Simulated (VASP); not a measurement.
# CsAlV2O8 (P1) in VASP: single point with PBE+U

Aim: the single point of CsAlV2O8 with PBE+U.

All numbers are computed with VASP 6.6.1; they aren't measurements. Logs are shortened: lines on timing, memory, paths and dates and some standing lists are left out, and cuts for length are marked.

### Step 1. The cell of the first run

The typed cell holds 12 atoms: a = 5.748 Å, b = 5.622 Å, c = 8.159 Å, α = 90.51°, β = 89.57°, γ = 119.49°.

### Step 2. Single point, PBE+U

The input, INCAR:

```
SYSTEM = CsAlV2O8
PREC = Accurate ; ENCUT = 520
EDIFF = 1E-6 ; ISMEAR = -1
SIGMA = 0.0112 ; LREAL = .False.
LASPH = .True. ; NELM = 150
ALGO = Normal ; ISIF = 2
LWAVE = .False. ; LCHARG = .False.
LMAXMIX = 4 ; LDAU = .True.
LDAUTYPE = 2 ; LDAUL = -1 -1 2 -1
LDAUU = 0 0 3.16 0 ; LDAUJ = 0 0 0 0
LDAUPRINT = 1 ; GGA = PE
NBANDS = 55
```

The input, KPOINTS:

```
Automatic mesh
0
Gamma
  4 4 3
  0 0.5 0
```

The input, POSCAR:

```
CsAlV2O8
1.0
    5.7473740000      0.0618100000      0.0212910000
   -2.8201580000      4.8636580000     -0.0251220000
    0.0308270000     -0.0242020000      8.1585200000
Cs Al V O
1 1 2 8
Direct
    0.9981090000      0.9970900000      0.9931390000
    0.0035790000      0.0040540000      0.5023540000
    0.3293580000      0.6639030000      0.7086220000
    0.6595950000      0.3378170000      0.2916760000
    0.3382640000      0.6714050000      0.9164430000
    0.6701710000      0.3322170000      0.0826350000
    0.1541280000      0.3130990000      0.6362220000
    0.6809520000      0.8423410000      0.6374300000
    0.1619940000      0.8373010000      0.6389910000
    0.3139980000      0.1524200000      0.3613780000
    0.8410960000      0.6848570000      0.3602410000
    0.8441220000      0.1620920000      0.3617250000
```

Potentials or basis: VASP PAW PBE potentials, release 64 (Cs_sv, Al, V_sv, O).

Launch:

```sh
$ cat potpaw_PBE.64/Cs_sv/POTCAR potpaw_PBE.64/Al/POTCAR potpaw_PBE.64/V_sv/POTCAR potpaw_PBE.64/O/POTCAR > POTCAR
$ mpirun -np 1 vasp_std > vasp.out
```

OUTCAR:

```text
SYSTEM = CsAlV2O8
   PREC = Accurate
   ENCUT = 520
   EDIFF = 1E-6
   ISMEAR = -1
   LREAL = .False.
   LASPH = .True.
   NELM = 150
   ISIF = 2
   GGA = PE

 ion  position               nearest neighbor table
   1  0.998  0.997  0.993-
   2  0.004  0.004  0.502-   7 1.86  10 1.93  11 1.94  12 1.94   8 1.95   9 1.96
   3  0.329  0.664  0.709-   5 1.70   9 1.77   7 1.81   8 1.85
   4  0.660  0.338  0.292-   6 1.71  11 1.79  10 1.82  12 1.87
   5  0.338  0.671  0.916-   3 1.70
   6  0.670  0.332  0.083-   4 1.71
   7  0.154  0.313  0.636-   3 1.81   2 1.86
   8  0.681  0.842  0.637-   3 1.85   2 1.95
   9  0.162  0.837  0.639-   3 1.77   2 1.96
  10  0.314  0.152  0.361-   4 1.82   2 1.93
  11  0.841  0.685  0.360-   4 1.79   2 1.94
  12  0.844  0.162  0.362-   4 1.87   2 1.94

  LATTYP: Found a triclinic cell.
 ALAT       =     5.6221963147
 B/A-ratio  =     1.0191116909
 C/A-ratio  =     1.4511435887
 COS(alpha) =     0.0012883288
 COS(beta)  =     0.0089298361
 COS(gamma) =     0.4873989266

  Lattice vectors:

 A1 = (  -2.8201580000,   4.8636580000,  -0.0251220000)
 A2 = (   2.9272160000,   4.9254680000,  -0.0038310000)
 A3 = (  -0.0308270000,   0.0242020000,  -8.1585200000)

Analysis of symmetry for initial positions (statically):
=====================================================================
 Subroutine PRICEL returns:
 Original cell was already a primitive cell.

 Routine SETGRP: Setting up the symmetry group for a
 triclinic supercell.

 Subroutine GETGRP returns: Found  1 space group operations
 (whereof  1 operations were pure point group operations)
 out of a pool of  2 trial point group operations.

The static configuration has the point symmetry C_1 .

Analysis of symmetry for dynamics (positions and initial velocities):
=====================================================================
 Subroutine PRICEL returns:
 Original cell was already a primitive cell.

 Routine SETGRP: Setting up the symmetry group for a
 triclinic supercell.

 Subroutine GETGRP returns: Found  1 space group operations
 (whereof  1 operations were pure point group operations)
 out of a pool of  2 trial point group operations.

The dynamic configuration has the point symmetry C_1 .

 Subroutine INISYM returns: Found  1 space group operations
 (whereof  1 operations are pure point group operations),
 and found     1 'primitive' translations

----------------------------------------------------------------------------------------

                                     Primitive cell

  volume of cell :     229.4741

  direct lattice vectors                    reciprocal lattice vectors
     5.747374000  0.061810000  0.021291000     0.172915558  0.100262036 -0.000355938
    -2.820158000  4.863658000 -0.025122000    -0.002199784  0.204334207  0.000614463
     0.030827000 -0.024202000  8.158520000    -0.000458025  0.000367543  0.122574072

  length of vectors
     5.747745791  5.622196315  8.158614137     0.199880946  0.204346971  0.122575478

  position of ions in fractional coordinates (direct lattice)
     0.998109000  0.997090000  0.993139000
     0.003579000  0.004054000  0.502354000
     0.329358000  0.663903000  0.708622000
     0.659595000  0.337817000  0.291676000
     0.338264000  0.671405000  0.916443000
     0.670171000  0.332217000  0.082635000
     0.154128000  0.313099000  0.636222000
     0.680952000  0.842341000  0.637430000
     0.161994000  0.837301000  0.638991000
     0.313998000  0.152420000  0.361378000
     0.841096000  0.684857000  0.360241000
     0.844122000  0.162092000  0.361725000

  ion indices of the primitive-cell ions
   primitive index   ion index
                 1           1
                 2           2
                 3           3
                 4           4
                 5           5
                 6           6
                 7           7
[... 95 lines left out ...]
     AMIX     =   0.40;   BMIX     =  1.00
     AMIX_MAG =   1.60;   BMIX_MAG =  1.00
  volume/ion in A,a.u.               =      19.12       129.05
  Fermi-wavevector in a.u.,A,eV,Ry     =   1.180311  2.230464 18.954736  1.393134
  Thomas-Fermi vector in A             =   2.316606
   LORBIT       =      0    0 simple, 1 ext, 2 COOP (PROOUT), +10 PAW based schemes
 LDA+U is selected, type is set to LDAUTYPE =  2
   angular momentum for each species LDAUL =    -1   -1    2   -1
   U (eV)           for each species LDAUU =   0.0  0.0  3.2  0.0
   J (eV)           for each species LDAUJ =   0.0  0.0  0.0  0.0
   GGA     = PE    functional components
   LHFCALC =     F    Hartree Fock is set to
   AEXX    =    0.0000 exact exchange contribution
   IVDW    =     0    specifies the selected vdW correction
   LEPSILON=     F    determine dielectric tensor
   LRPA    =     F    only Hartree local field effects (RPA)
 non-spin polarized calculation
  energy-cutoff  :      520.00
  volume of cell :      229.47
 maximum number of plane-waves:      6203
 NGX is ok and might be reduce to    48
   NGX = 21   NGY = 21   NGZ = 31

atom =   3  type =  3  l = 2

 onsite density matrix

spin component  1

  0.2753  0.0068  0.0064 -0.0448 -0.0039
  0.0068  0.2825  0.0043 -0.0054 -0.0427
  0.0064  0.0043  0.4026  0.0033 -0.0024
 -0.0448 -0.0054  0.0033  0.2839  0.0068
 -0.0039 -0.0427 -0.0024  0.0068  0.2753

spin component  2

  0.2753  0.0068  0.0064 -0.0448 -0.0039
  0.0068  0.2825  0.0043 -0.0054 -0.0427
  0.0064  0.0043  0.4026  0.0033 -0.0024
 -0.0448 -0.0054  0.0033  0.2839  0.0068
 -0.0039 -0.0427 -0.0024  0.0068  0.2753

 occupancies and eigenvectors

  o =  0.2329  v = -0.6103  0.3816  0.0302 -0.5527  0.4189  0.0000  0.0000  0.0000  0.0000  0.0000      0.0000  0.0000  0.0000  0.0000  0.0000  0.0000  0.0000  0.0000  0.0000  0.0000
  o =  0.2329  v =  0.0000  0.0000  0.0000  0.0000  0.0000 -0.6103  0.3816  0.0302 -0.5527  0.4189      0.0000  0.0000  0.0000  0.0000  0.0000  0.0000  0.0000  0.0000  0.0000  0.0000
  o =  0.2375  v =  0.4176  0.5597 -0.0300  0.3819  0.6047  0.0000  0.0000  0.0000  0.0000  0.0000      0.0000  0.0000  0.0000  0.0000  0.0000  0.0000  0.0000  0.0000  0.0000  0.0000
  o =  0.2375  v =  0.0000  0.0000  0.0000  0.0000  0.0000  0.4176  0.5597 -0.0300  0.3819  0.6047      0.0000  0.0000  0.0000  0.0000  0.0000  0.0000  0.0000  0.0000  0.0000  0.0000
  o =  0.3115  v =  0.4457 -0.5521  0.0258 -0.4848  0.5107  0.0000  0.0000  0.0000  0.0000  0.0000      0.0000  0.0000  0.0000  0.0000  0.0000  0.0000  0.0000  0.0000  0.0000  0.0000
  o =  0.3115  v =  0.0000  0.0000  0.0000  0.0000  0.0000  0.4457 -0.5521  0.0258 -0.4848  0.5107      0.0000  0.0000  0.0000  0.0000  0.0000  0.0000  0.0000  0.0000  0.0000  0.0000
  o =  0.3345  v =  0.0000  0.0000  0.0000  0.0000  0.0000  0.5017  0.4834 -0.0662 -0.5600 -0.4435      0.0000  0.0000  0.0000  0.0000  0.0000  0.0000  0.0000  0.0000  0.0000  0.0000
  o =  0.3345  v =  0.5017  0.4834 -0.0662 -0.5600 -0.4435  0.0000  0.0000  0.0000  0.0000  0.0000      0.0000  0.0000  0.0000  0.0000  0.0000  0.0000  0.0000  0.0000  0.0000  0.0000
  o =  0.4033  v =  0.0000  0.0000  0.0000  0.0000  0.0000 -0.0528 -0.0517 -0.9966 -0.0036  0.0372      0.0000  0.0000  0.0000  0.0000  0.0000  0.0000  0.0000  0.0000  0.0000  0.0000
  o =  0.4033  v = -0.0528 -0.0517 -0.9966 -0.0036  0.0372  0.0000  0.0000  0.0000  0.0000  0.0000      0.0000  0.0000  0.0000  0.0000  0.0000  0.0000  0.0000  0.0000  0.0000  0.0000

atom =   4  type =  3  l = 2

 onsite density matrix

spin component  1

  0.2708 -0.0036 -0.0072 -0.0388 -0.0038
 -0.0036  0.2841  0.0015  0.0045 -0.0474
 -0.0072  0.0015  0.3962 -0.0097  0.0057
 -0.0388  0.0045 -0.0097  0.2761 -0.0027
 -0.0038 -0.0474  0.0057 -0.0027  0.2765

spin component  2

  0.2708 -0.0036 -0.0072 -0.0388 -0.0038
 -0.0036  0.2841  0.0015  0.0045 -0.0474
 -0.0072  0.0015  0.3962 -0.0097  0.0057
 -0.0388  0.0045 -0.0097  0.2761 -0.0027
 -0.0038 -0.0474  0.0057 -0.0027  0.2765

 occupancies and eigenvectors

  o =  0.2302  v = -0.4797 -0.5172 -0.0189 -0.3923 -0.5900  0.0000  0.0000  0.0000  0.0000  0.0000      0.0000  0.0000  0.0000  0.0000  0.0000  0.0000  0.0000  0.0000  0.0000  0.0000
  o =  0.2302  v =  0.0000  0.0000  0.0000  0.0000  0.0000 -0.4797 -0.5172 -0.0189 -0.3923 -0.5900      0.0000  0.0000  0.0000  0.0000  0.0000  0.0000  0.0000  0.0000  0.0000  0.0000
  o =  0.2357  v =  0.0000  0.0000  0.0000  0.0000  0.0000 -0.5449  0.4392 -0.0780 -0.5619  0.4340      0.0000  0.0000  0.0000  0.0000  0.0000  0.0000  0.0000  0.0000  0.0000  0.0000
  o =  0.2357  v = -0.5449  0.4392 -0.0780 -0.5619  0.4340  0.0000  0.0000  0.0000  0.0000  0.0000      0.0000  0.0000  0.0000  0.0000  0.0000  0.0000  0.0000  0.0000  0.0000  0.0000
  o =  0.3117  v = -0.6741 -0.1271  0.0117  0.7016  0.1926  0.0000  0.0000  0.0000  0.0000  0.0000      0.0000  0.0000  0.0000  0.0000  0.0000  0.0000  0.0000  0.0000  0.0000  0.0000
  o =  0.3117  v =  0.0000  0.0000  0.0000  0.0000  0.0000 -0.6741 -0.1271  0.0117  0.7016  0.1926      0.0000  0.0000  0.0000  0.0000  0.0000  0.0000  0.0000  0.0000  0.0000  0.0000
  o =  0.3287  v =  0.1312 -0.7234 -0.0517 -0.1828  0.6507  0.0000  0.0000  0.0000  0.0000  0.0000      0.0000  0.0000  0.0000  0.0000  0.0000  0.0000  0.0000  0.0000  0.0000  0.0000
  o =  0.3287  v =  0.0000  0.0000  0.0000  0.0000  0.0000  0.1312 -0.7234 -0.0517 -0.1828  0.6507      0.0000  0.0000  0.0000  0.0000  0.0000  0.0000  0.0000  0.0000  0.0000  0.0000
  o =  0.3974  v =  0.0000  0.0000  0.0000  0.0000  0.0000 -0.0371 -0.0115  0.9954 -0.0692  0.0544      0.0000  0.0000  0.0000  0.0000  0.0000  0.0000  0.0000  0.0000  0.0000  0.0000
  o =  0.3974  v = -0.0371 -0.0115  0.9954 -0.0692  0.0544  0.0000  0.0000  0.0000  0.0000  0.0000      0.0000  0.0000  0.0000  0.0000  0.0000  0.0000  0.0000  0.0000  0.0000  0.0000

 number of electron      85.9999993 magnetization

 Free energy of the ion-electron system (eV)
  ---------------------------------------------------
  ext. energy  EPLUGINS =         0.00000000
  ---------------------------------------------------
  free energy    TOTEN  =       -80.73543721 eV

  energy without entropy =      -80.72652917  energy(sigma->0) =      -80.73098319

 E-fermi :  -1.0672     XC(G=0):  -8.0727

 val. band max:       -1.0673756988   @ k =  -0.2500  -0.1250   0.3333
 cond. band min:      -1.0652451559   @ k =   0.5000  -0.3750   0.3333
 fundamental gap:      0.0021305429
 Fermi energy:        -1.0672162595

 k-point     1 :      -0.0000    0.1250    0.0000
  band No.  band energies     occupation
      1     -65.6370      2.00000
      2     -65.5749      2.00000
      3     -39.5048      2.00000
      4     -39.4739      2.00000
      5     -39.4556      2.00000
      6     -39.4417      2.00000
[... 1381 lines left out ...]
     54       3.7065      0.00000
     55       6.0431      0.00000

------------------------ aborting loop because EDIFF is reached ----------------------------------------

  FORCE on cell =-STRESS in cart. coord.  units (eV):
  Direction    XX          YY          ZZ          XY          YZ          ZX
  --------------------------------------------------------------------------------------
  -------------------------------------------------------------------------------------
  Total      -12.3190126     -9.4343484     -9.3202600     -1.0703188      0.7564233     -0.0236759
  in kB      -86.0107619    -65.8701730    -65.0736132     -7.4729154      5.2813114     -0.1653039
  external PRESSURE =     -72.3181827 kB  Pullay stress =       0.0000000 kB

 VOLUME and BASIS-vectors are now :
 -----------------------------------------------------------------------------
  energy-cutoff  :      520.00
  volume of cell :      229.47
      direct lattice vectors                 reciprocal lattice vectors
     5.747374000  0.061810000  0.021291000     0.172915558  0.100262036 -0.000355938
    -2.820158000  4.863658000 -0.025122000    -0.002199784  0.204334207  0.000614463
     0.030827000 -0.024202000  8.158520000    -0.000458025  0.000367543  0.122574072

 POSITION                                       TOTAL-FORCE (eV/Angst)
 -----------------------------------------------------------------------------------
      2.95517      4.88716      8.09875        -0.013565      0.007037      0.111711
      0.02462      0.00778      4.09844        -0.166678     -0.355370     -0.282720
      0.04248      3.23220      5.77164         0.814845      0.397567     -0.348910
      2.84723      1.67674      2.38520         0.843976     -0.859981      0.038162
      0.07891      3.26421      7.46715        -0.125790     -0.120275     -1.353530
      2.91737      1.65521      0.68010        -0.220608      0.073413      1.670350
      0.02246      1.51694      5.18605         0.065578      1.120104      0.337576
      1.55780      4.12352      5.19382        -1.003642     -0.720093      0.126785
     -1.41058      4.06689      5.19564         0.326396     -0.275790     -0.028267
      1.38596      0.75198      2.95117         0.980238      0.812958     -0.187579
      2.91379      3.37418      2.93974        -0.151428     -0.777899      0.071405
      4.40551      0.83178      2.96504        -1.349323      0.698330     -0.154982
 -----------------------------------------------------------------------------------
    total drift:                               -0.000605      0.000529     -0.000744

  FREE ENERGIE OF THE ION-ELECTRON SYSTEM (eV)
  ---------------------------------------------------
  free  energy   TOTEN  =       -80.7354372059 eV

  energy  without entropy=      -80.7265291678  energy(sigma->0) =      -80.73098319
```

Wall time 12 min (1 thread of Intel Xeon Platinum 8259CL at 2.50GHz (Skylake/Cascade Lake), shared host); peak memory 0.5 GiB.

What came out:

* Free energy: -80.7354 eV
* Pressure: -7.2 GPa
* Largest force: 1.686 eV/Å
* Band gap on the k mesh: zero (bands 43 and 44 overlap by 0.09 eV)

Forces on the atoms (eV/Å):
```
Cs  -0.014  0.007  0.112
Al  -0.167 -0.355 -0.283
V    0.815  0.398 -0.349
V    0.844 -0.860  0.038
O   -0.126 -0.120 -1.354
O   -0.221  0.073  1.670
O    0.066  1.120  0.338
O   -1.004 -0.720  0.127
O    0.326 -0.276 -0.028
O    0.980  0.813 -0.188
O   -0.151 -0.778  0.071
O   -1.349  0.698 -0.155
```

Levels at points of the mesh, in eV from the Fermi level:
```
           k point  band 41  band 42  band 43  band 44  band 45  band 46
(0.00, 0.12, 0.00)    -0.36    -0.07     0.00     0.16     3.24     3.28
```

Eigenvalues of the final occupation matrices:
| site | spin | trace | eigenvalues |
| --- | --- | --- | --- |
| site 3 d | 1 | 1.52 | 0.23 0.24 0.31 0.33 0.40 |
| site 3 d | 2 | 1.52 | 0.23 0.24 0.31 0.33 0.40 |
| site 4 d | 1 | 1.50 | 0.23 0.24 0.31 0.33 0.40 |
| site 4 d | 2 | 1.50 | 0.23 0.24 0.31 0.33 0.40 |

Caveat: the cell stands under tension; spin-orbit coupling is left out, which moves the levels of the heavy elements; the run has no spin polarisation, though such a crystal can be magnetic; U without spin polarisation on a metal has little footing; forces of over 1 eV/Å act on the atoms, so gaps and moduli don't describe the material at rest.
